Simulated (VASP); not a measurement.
The system is InAs3.

```
CELL_PARAMETERS angstrom
5.06506 0.00000 0.00000
0.00000 5.06506 0.00000
0.00000 0.00000 4.42166
ATOMIC_POSITIONS crystal
In 0.00000 0.00000 0.00000
As 0.50000 0.50000 0.00000
As 0.00000 0.50000 0.50000
As 0.50000 0.00000 0.50000
```

The cell was generated, and may not be a known phase.

```yaml
Program: VASP 6.6.1
Task: relaxation of cell and atoms
Functional: PBE
Potentials_or_basis: VASP PAW PBE potentials, release 64 (In_d, As)
Cutoff: 600 eV
k_mesh: 4 × 4 × 4
Occupations: gaussian, width 0.1 eV
Spin: no spin polarisation
```

At the start: pressure -10.2 GPa; volume 28.36 Å³/atom.

How do energy, volume and symmetry change on relaxing?

Over 9 steps the energy falls by 296.8 meV/atom and the volume is 21.37 Å³/atom (-24.6 %); space group P4/mmm (No. 123, to 0.1 Å) before and after.

Step by step:
```
step  energy change (eV)  largest force (eV/Å)  pressure (GPa)  volume (Å³)
   1              0.0000                0.0000          -10.16       113.44
   2             -1.1559                0.0000           -0.87        86.39
   3             -1.1593                0.0000           -0.02        85.25
   4             -1.1588                0.0000            0.38        84.74
   5             -1.1675                0.0000            0.43        84.68
   6             -1.1814                0.0000            0.71        84.41
   7             -1.1835                0.0000            0.89        84.28
   8             -1.1840                0.0000           -1.00        86.65
   9             -1.1872                0.0000           -0.11        85.49
```

Final structure:
```yaml
crystal:
  lattice:
    - [4.48711, 0.00000, 0.00000]
    - [0.00000, 4.48711, 0.00000]
    - [0.00000, 0.00000, 4.24610]
  atoms:
    - { symbol: In, position: [0.00000, 0.00000, 0.00000] }
    - { symbol: As, position: [0.50000, 0.50000, 0.00000] }
    - { symbol: As, position: [0.00000, 0.50000, 0.50000] }
    - { symbol: As, position: [0.50000, 0.00000, 0.50000] }
```

Caveat: the volume moved by over 15 % at a fixed basis, so the end points are rough.
